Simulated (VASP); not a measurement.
Write the native input for VASP 6.6.1 that does the following.

* Task: single point
* Functional: LDA
* Potentials or basis: VASP PAW LDA potentials, release 64 (Se)
* Cutoff: 520 eV
* k mesh: 15 × 15 × 15
* Occupations: fermi-dirac, width 0.08 eV
* Spin: no spin polarisation
* Dipole correction: no
* Further INCAR settings: ALGO = Normal; EDIFF = 1e-07; NBANDS = 9

The structure of Se lies in POSCAR:

```
Se
1.0
   -1.6810373378      1.6810373378      1.6810373378
    1.6810373378     -1.6810373378      1.6810373378
    1.6810373378      1.6810373378     -1.6810373378
Se
1
Direct
    0.0000000000      0.0000000000      0.0000000000
```

This isn't the form of Se at room conditions, which is trigonal, of chains.

One way to write it, as run:

INCAR

```
ALGO = Normal
EDIFF = 1E-7
ENCUT = 520
ISIF = 2
ISMEAR = -1
LASPH = True
LCHARG = True
LELF = True
LREAL = False
LVHAR = True
LWAVE = False
NBANDS = 9
NELM = 100
PREC = Accurate
SIGMA = 0.08
```

KPOINTS

```
k-points
0
Gamma
  15 15 15
```

Potentials or basis: VASP PAW LDA potentials, release 64 (Se).

The run is started by

```sh
$ cat potpaw_LDA.64/Se/POTCAR > POTCAR
$ mpirun -np 1 vasp_std > vasp.out
```

Results of the run:

```yaml
Pressure: 0.1 GPa
Band_gap_on_the_k_mesh: zero (bands 3 and 4 overlap by 6.72 eV)
```

Run time: 5.3 s on 1 thread of Intel(R) Xeon(R) 6975P-C (Granite Rapids), with other jobs on the host, peak memory 0.13 GiB.
